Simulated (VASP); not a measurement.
# Zn4SeS3 (P-4m2) in VASP: a series of runs, part 2 of 2

VASP 6.6.1. Earlier steps stand in the parts before.

### Step 4. Single point, PBE (volume scaled by 1.03, then relaxed in part)

Input file INCAR:

```
PREC = Accurate
ENCUT = 520
EDIFF = 1E-7
ISMEAR = 0
SIGMA = 0.02
LREAL = False
LASPH = True
NELM = 100
ALGO = Normal
ISIF = 2
LWAVE = False
LCHARG = False
GGA = PE
NBANDS = 46
```

Input file KPOINTS:

```
regular mesh
0
Gamma
  8 8 4
```

Input file POSCAR:

```
Zn4SeS3
1.0
    3.9392196136      0.0000000000      0.0000000000
    0.0000000000      3.9392196136      0.0000000000
    0.0000000000      0.0000000000     11.1370006036
Zn Se S
4 1 3
Direct
    0.5000000000      0.0000000000      0.8785141131
    0.0000000000      0.5000000000      0.1214858869
    0.5000000000      0.0000000000      0.3649732911
    0.0000000000      0.5000000000      0.6350267089
    0.0000000000      0.0000000000      0.5000000000
    0.0000000000      0.0000000000      0.0000000000
    0.5000000000      0.5000000000      0.2432150136
    0.5000000000      0.5000000000      0.7567849864
```

Potentials or basis: VASP PAW PBE potentials, release 64 (Zn, Se, S).

Launch:

```bash
$ cat potpaw_PBE.64/Zn/POTCAR potpaw_PBE.64/Se/POTCAR potpaw_PBE.64/S/POTCAR > POTCAR
$ mpirun -np 1 vasp_std > vasp.out
```

OUTCAR:

```text
PREC = Accurate
   ENCUT = 520
   EDIFF = 1E-7
   ISMEAR = 0
   LREAL = False
   LASPH = True
   NELM = 100
   ISIF = 2
   GGA = PE

 ion  position               nearest neighbor table
   1  0.500  0.000  0.879-   6 2.39   6 2.39   8 2.39   8 2.39
   2  0.000  0.500  0.121-   6 2.39   6 2.39   7 2.39   7 2.39
   3  0.500  0.000  0.365-   7 2.39   7 2.39   5 2.48   5 2.48
   4  0.000  0.500  0.635-   8 2.39   8 2.39   5 2.48   5 2.48
   5  0.000  0.000  0.500-   3 2.48   4 2.48   4 2.48   3 2.48
   6  0.000  0.000  0.000-   1 2.39   2 2.39   2 2.39   1 2.39
   7  0.500  0.500  0.243-   2 2.39   2 2.39   3 2.39   3 2.39
   8  0.500  0.500  0.757-   1 2.39   1 2.39   4 2.39   4 2.39

  LATTYP: Found a simple tetragonal cell.
 ALAT       =     3.9392196136
 C/A-ratio  =     2.8272098781

  Lattice vectors:

 A1 = (   3.9392196136,   0.0000000000,   0.0000000000)
 A2 = (   0.0000000000,   3.9392196136,   0.0000000000)
 A3 = (   0.0000000000,   0.0000000000,  11.1370006036)
[... 184 lines left out ...]
  free energy    TOTEN  =       -26.50999004 eV

  energy without entropy =      -26.50999004  energy(sigma->0) =      -26.50999004

 E-fermi :   1.6506     XC(G=0):  -9.3014

 val. band max:        1.5685720727   @ k =   0.0000   0.0000   0.0000
 cond. band min:       3.1448583015   @ k =   0.0000   0.0000   0.0000
 fundamental gap:      1.5762862287
 Fermi energy:         1.6505743577

 k-point     1 :       0.0000    0.0000    0.0000
  band No.  band energies     occupation
      1     -11.3204      2.00000
      2     -10.8354      2.00000
      3     -10.8221      2.00000
      4     -10.2541      2.00000
      5      -4.7431      2.00000
      6      -4.7316      2.00000
[... 1165 lines left out ...]
     45       8.4272      0.00000
     46       8.5425      0.00000

 [... further k-points ...]
[... 5 lines left out ...]
  --------------------------------------------------------------------------------------
  -------------------------------------------------------------------------------------
  Total       -1.8035094     -1.8035094     -1.8117176      0.0000000      0.0000000     -0.0000000
  in kB      -16.7201575    -16.7201575    -16.7962545      0.0000000      0.0000000     -0.0000000
  external PRESSURE =     -16.7455232 kB  Pullay stress =       0.0000000 kB

 VOLUME and BASIS-vectors are now :
 -----------------------------------------------------------------------------
  energy-cutoff  :      520.00
  volume of cell :      172.82
      direct lattice vectors                 reciprocal lattice vectors
     3.939219614  0.000000000  0.000000000     0.253857388  0.000000000  0.000000000
     0.000000000  3.939219614  0.000000000     0.000000000  0.253857388  0.000000000
     0.000000000  0.000000000 11.137000604     0.000000000  0.000000000  0.089790783

 POSITION                                       TOTAL-FORCE (eV/Angst)
 -----------------------------------------------------------------------------------
      1.96961      0.00000      9.78401        -0.000000     -0.000000      0.001803
      0.00000      1.96961      1.35299         0.000000     -0.000000     -0.001803
      1.96961      0.00000      4.06471         0.000000     -0.000000     -0.003120
      0.00000      1.96961      7.07229         0.000000     -0.000000      0.003120
      0.00000      0.00000      5.56850         0.000000     -0.000000      0.000000
      0.00000      0.00000      0.00000         0.000000     -0.000000      0.000000
      1.96961      1.96961      2.70869         0.000000     -0.000000     -0.002738
      1.96961      1.96961      8.42831         0.000000      0.000000      0.002738
 -----------------------------------------------------------------------------------
    total drift:                                0.000000     -0.000000      0.000000

  FREE ENERGIE OF THE ION-ELECTRON SYSTEM (eV)
  ---------------------------------------------------
  free  energy   TOTEN  =       -26.5099900411 eV

  energy  without entropy=      -26.5099900411  energy(sigma->0) =      -26.50999004
```

OSZICAR:

```text
N       E                     dE             d eps       ncg     rms          rms(c)
DAV:   1     0.565048567571E+03    0.56505E+03   -0.32598E+04  4140   0.182E+03
DAV:   2     0.477096606358E+02   -0.51734E+03   -0.49723E+03  4140   0.424E+02
DAV:   3    -0.247170280873E+02   -0.72427E+02   -0.71371E+02  4664   0.145E+02
DAV:   4    -0.280485255626E+02   -0.33315E+01   -0.33195E+01  4970   0.311E+01
DAV:   5    -0.280945740313E+02   -0.46048E-01   -0.46032E-01  4802   0.368E+00    0.116E+01
DAV:   6    -0.264894458948E+02    0.16051E+01   -0.34135E+00  6492   0.384E+01    0.904E+00
DAV:   7    -0.265397339547E+02   -0.50288E-01   -0.32300E+00  4612   0.723E+00    0.375E+00
DAV:   8    -0.265077970314E+02    0.31937E-01   -0.19200E-01  5268   0.421E+00    0.110E+00
DAV:   9    -0.265093085767E+02   -0.15115E-02   -0.41566E-02  5356   0.238E+00    0.372E-01
DAV:  10    -0.265094833195E+02   -0.17474E-03   -0.28395E-03  5424   0.655E-01    0.210E-01
DAV:  11    -0.265097946040E+02   -0.31128E-03   -0.68663E-04  4978   0.206E-01    0.771E-02
DAV:  12    -0.265099758398E+02   -0.18124E-03   -0.27664E-04  4536   0.204E-01    0.303E-02
DAV:  13    -0.265099842305E+02   -0.83907E-05   -0.37385E-05  4914   0.793E-02    0.186E-02
DAV:  14    -0.265099895341E+02   -0.53036E-05   -0.21633E-05  4680   0.488E-02    0.105E-02
DAV:  15    -0.265099896090E+02   -0.74944E-07   -0.38212E-06  4934   0.214E-02    0.270E-03
DAV:  16    -0.265099898479E+02   -0.23889E-06   -0.58026E-07  4556   0.397E-03    0.201E-03
DAV:  17    -0.265099900180E+02   -0.17007E-06   -0.38865E-07  3666   0.440E-03    0.847E-04
DAV:  18    -0.265099900411E+02   -0.23150E-07   -0.34808E-08  2694   0.317E-03
   1 F= -.26509990E+02 E0= -.26509990E+02  d E =-.440908E-11
```

Run time: 10 min. Hardware: 1 thread of Oxide Virtual Turin-like, shared host; peak memory 0.41 GiB.

What came out:

```
Free energy            : -26.5100 eV
Pressure               : -1.7 GPa
Largest force          : 0.003 eV/Å
Band gap on the k mesh : 1.58 eV, direct
```

Forces on the atoms (eV/Å):
```
Zn   0.000  0.000  0.002
Zn   0.000  0.000 -0.002
Zn   0.000  0.000 -0.003
Zn   0.000  0.000  0.003
Se   0.000  0.000  0.000
S    0.000  0.000  0.000
S    0.000  0.000 -0.003
S    0.000  0.000  0.003
```

 A k mesh can miss the band edges.

### Step 5. Summary

| cell | gap on the mesh (eV) | pressure (GPa) | largest force (eV/Å) |
| --- | --- | --- | --- |
| a = 3.821, b = 3.821, c = 10.800 Å, 8 atoms | 1.96 | 4.9 | 0.01 |
| a = 3.861, b = 3.861, c = 10.915 Å, 8 atoms | 1.83 | 2.3 | 0.01 |
| a = 3.939, b = 3.939, c = 11.137 Å, 8 atoms | 1.58 | -1.7 | - |

Alike in all rows: task single point; level PBE; potentials or basis VASP PAW PBE potentials, release 64 (Zn, Se, S); no spin polarisation; k mesh 8 × 8 × 4; cutoff (eV) 520; smearing gaussian 0.02 eV.

Total energies depend on the potentials used, so only differences within one code and one set of settings carry meaning.
